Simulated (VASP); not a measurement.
# Y: single point with PBE

Y:

```
CELL_PARAMETERS angstrom
3.65354 0.00000 0.00000
-1.82677 3.16406 0.00000
0.00000 0.00000 5.69886
ATOMIC_POSITIONS crystal
Y 0.33333 0.66667 0.25000
Y 0.66667 0.33333 0.75000
```

```yaml
Program: VASP 6.6.1
Task: single point
Functional: PBE
Potentials_or_basis: VASP PAW PBE potentials, release 64 (Y_sv)
Cutoff: 520 eV
k_mesh: 3 × 3 × 2
Occupations: fermi-dirac, width 0.1 eV
Spin: no spin polarisation
```

| Quantity | Value |
| --- | --- |
| Pressure | -0.8 GPa |
| Band gap on the k mesh | zero (bands 11 and 12 overlap by 1.43 eV) |

Stress tensor (GPa, compression positive):
```
-0.82  0.00  0.00
 0.00 -0.82  0.00
 0.00  0.00 -0.64
```

Levels at points of the mesh, in eV from the Fermi level:
```
           k point  band 6  band 7  band 8  band 9  band 10  band 11  band 12  band 13  band 14  band 15
(0.00, 0.00, 0.00)  -22.41  -22.41  -22.33   -4.68    -1.87     0.94     1.72     1.72     2.11     2.33
(0.00, 0.00, 0.50)  -22.46  -22.46  -22.46   -3.25    -3.25     0.98     0.98     1.64     1.64     1.64
```

It took 35 s on 1 thread of Intel Xeon 8259CL, with other jobs on the host, peak memory 0.18 GiB.

Caveat: the k points lie up to 0.66 Å⁻¹ apart, too coarse for converged energies and pressures of a metal.
